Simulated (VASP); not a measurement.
Wanted: the native input for a VASP 6.6.1 run.

```yaml
Task: single point
Functional: revPBE
Potentials_or_basis: VASP PAW PBE potentials, release 64 (Lu)
Cutoff: 520 eV
k_mesh: 12 × 12 × 12
Occupations: fermi-dirac, width 0.1 eV
Spin: no spin polarisation
Dipole_correction: no
Further_INCAR_settings: ALGO = Normal; EDIFF = 1e-06; NBANDS = 18
```

The structure of Lu lies in POSCAR:

```
Lu
1.0
    0.0000000000      2.4712062923      2.4712062923
    2.4712062923      0.0000000000      2.4712062923
    2.4712062923      2.4712062923      0.0000000000
Lu
1
Direct
    0.0000000000      0.0000000000      0.0000000000
```

The input as run:

INCAR

```
SYSTEM = Lu
PREC     = Accurate       ! precision mode
ENCUT    = 520            ! plane-wave cutoff, eV
EDIFF    = 1E-6           ! SCF threshold, eV
ISMEAR   = -1             ! smearing method
SIGMA    = 0.1            ! smearing width, eV
LREAL    = .FALSE.        ! projectors in reciprocal space
LASPH    = .TRUE.         ! aspherical terms in the spheres
NELM     = 100            ! most SCF steps
ALGO     = Normal         ! electronic algorithm
ISIF     = 2              ! what is computed and relaxed
LWAVE    = .FALSE.        ! write WAVECAR
LCHARG   = .FALSE.        ! write CHGCAR
GGA      = RE             ! functional
NBANDS   = 18             ! bands
```

KPOINTS

```
regular mesh
0
G
  12 12 12
  0 0 0
```

Potentials or basis: VASP PAW PBE potentials, release 64 (Lu).

Command:

```bash
$ cat potpaw_PBE.64/Lu/POTCAR > POTCAR
$ mpirun -np 1 vasp_std > vasp.out
```

It gave:

```yaml
Pressure: 0.2 GPa
```

Caveat: the PAW data sets were made with another functional, which shifts forces and pressure a little.

Run time: 16 s on 1 thread of Intel(R) Xeon(R) 6975P-C (Granite Rapids), with other jobs on the host, peak memory 0.19 GiB.
